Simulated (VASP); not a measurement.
Here is a VASP 6.6.1 calculation.

INCAR

```
PREC = Accurate
ENCUT = 520
EDIFF = 1E-7
ISMEAR = 0
SIGMA = 0.1
LREAL = F
LASPH = T
NELM = 100
ALGO = Normal
ISIF = 2
LWAVE = F
LCHARG = T
GGA = PS
LELF = T
LVHAR = T
NBANDS = 32
```

KPOINTS

```
regular mesh
0
Gamma
  10 10 10
```

Contents of POSCAR:

```
Y3Sn
1.0
    0.0000000000      3.9255955001      3.9255955001
    3.9255955001      0.0000000000      3.9255955001
    3.9255955001      3.9255955001      0.0000000000
Y Sn
3 1
Direct
    0.0000000000      0.0000000000      0.0000000000
    0.2500000000      0.2500000000      0.2500000000
    0.7500000000      0.7500000000      0.7500000000
    0.5000000000      0.5000000000      0.5000000000
```

Potentials or basis: VASP PAW PBE potentials, release 64 (Y_sv, Sn_d).

Command:

```bash
$ cat potpaw_PBE.64/Y_sv/POTCAR potpaw_PBE.64/Sn_d/POTCAR > POTCAR
$ mpirun -np 1 vasp_std > vasp.out
```

Problem. What does it give for the pressure?

Solution. -5.2 GPa.

Caveat: the cell differs from its parent crystal (strained); the PAW data sets were made with another functional, which shifts forces and pressure a little.
